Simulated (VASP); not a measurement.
Wanted: the native input for a VASP 6.6.1 run.

```
Task                   : single point
Functional             : LDA
Potentials or basis    : VASP PAW LDA potentials, release 64 (Ga_d, N_h)
Cutoff                 : 1330 eV
k mesh                 : 8 × 8 × 8
Occupations            : gaussian, width 0.05 eV
Spin                   : no spin polarisation
Dipole correction      : no
Further INCAR settings : ALGO = Normal; EDIFF = 1e-06; NBANDS = 16
```

The structure of GaN lies in POSCAR:

```
GaN
1.0
    0.0000000000      2.1200000000      2.1200000000
    2.1200000000      0.0000000000      2.1200000000
    2.1200000000      2.1200000000      0.0000000000
Ga N
1 1
Direct
    0.0000000000      0.0000000000      0.0000000000
    0.5000000000      0.5000000000      0.5000000000
```

These files were run (other wordings do the same):

INCAR

```
SYSTEM = GaN
PREC = Accurate
ENCUT = 1330
EDIFF = 1E-6
ISMEAR = 0
SIGMA = 0.05
LREAL = .False.
LASPH = .True.
NELM = 120
ALGO = Normal
ISIF = 2
LWAVE = .False.
LCHARG = .False.
GGA = CA
NBANDS = 16
GGA_COMPAT = .False.
```

KPOINTS

```
Automatic mesh
0
Gamma
  8 8 8
  0 0 0
```

Potentials or basis: VASP PAW LDA potentials, release 64 (Ga_d, N_h).

Command:

```bash
$ cat potpaw_LDA.64/Ga_d/POTCAR potpaw_LDA.64/N_h/POTCAR > POTCAR
$ mpirun -np 1 vasp_std > vasp.out
```

Results of the run:

```
Pressure               : -8.5 GPa
Band gap on the k mesh : 0.37 eV (least direct gap 2.71 eV)
```

Caveat: the cell stands under tension.

It took 21 s on 1 thread of Intel(R) Xeon(R) Platinum 8259CL CPU @ 2.50GHz (Skylake/Cascade Lake), with other jobs on the host, peak memory 0.2 GiB.
